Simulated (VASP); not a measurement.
Mo: single point with PBE

The system is Mo, a slab with vacuum.

```
Mo
1.0
     5.47404    0.00000    0.00000
    -1.82468    5.16098    0.00000
     0.00000    0.00000   19.80821
Mo
12
Direct
  0.25000 0.25000 0.20194
  0.25000 0.75000 0.20194
  0.75000 0.25000 0.20194
  0.75000 0.75000 0.20194
  0.00000 0.00000 0.31069
  0.00000 0.50000 0.31069
  0.50000 0.00000 0.31069
  0.50000 0.50000 0.31069
  0.25000 0.25000 0.41943
  0.25000 0.75000 0.41943
  0.75000 0.25000 0.41943
  0.75000 0.75000 0.41943
```

```yaml
Program: VASP 6.6.1
Task: single point
Functional: PBE
Potentials_or_basis: VASP PAW PBE potentials, release 64 (Mo_sv)
Cutoff: 520 eV
k_mesh: 5 × 5 × 1
Occupations: gaussian, width 0.1 eV
Spin: no spin polarisation
Dipole_correction: yes
Further_INCAR_settings: ALGO = Normal; EDIFF = 1e-06; NBANDS = 96
```

```
Largest force          : 0.027 eV/Å
Band gap on the k mesh : zero (bands 84 and 85 overlap by 1.81 eV)
```

Forces in eV/Å, atoms in the order of the input:
```
Mo   0.000  0.000 -0.027
Mo   0.000  0.000 -0.027
Mo   0.000  0.000 -0.027
Mo   0.000  0.000 -0.027
Mo   0.000  0.000  0.000
Mo   0.000  0.000  0.000
Mo   0.000  0.000  0.000
Mo   0.000  0.000  0.000
Mo   0.000  0.000  0.027
Mo   0.000  0.000  0.027
Mo   0.000  0.000  0.027
Mo   0.000  0.000  0.027
```

Levels at points of the mesh, in eV from the Fermi level:
| k point | band 81 | band 82 | band 83 | band 84 | band 85 | band 86 | band 87 | band 88 |
| --- | --- | --- | --- | --- | --- | --- | --- | --- |
| (0.00, 0.00, 0.00) | 0.28 | 0.29 | 0.81 | 1.30 | 1.30 | 1.34 | 1.34 | 1.35 |

It took 24 min on 1 thread of Intel(R) Xeon(R) Platinum 8488C (Sapphire Rapids), on a shared host, peak memory 0.7 GiB.
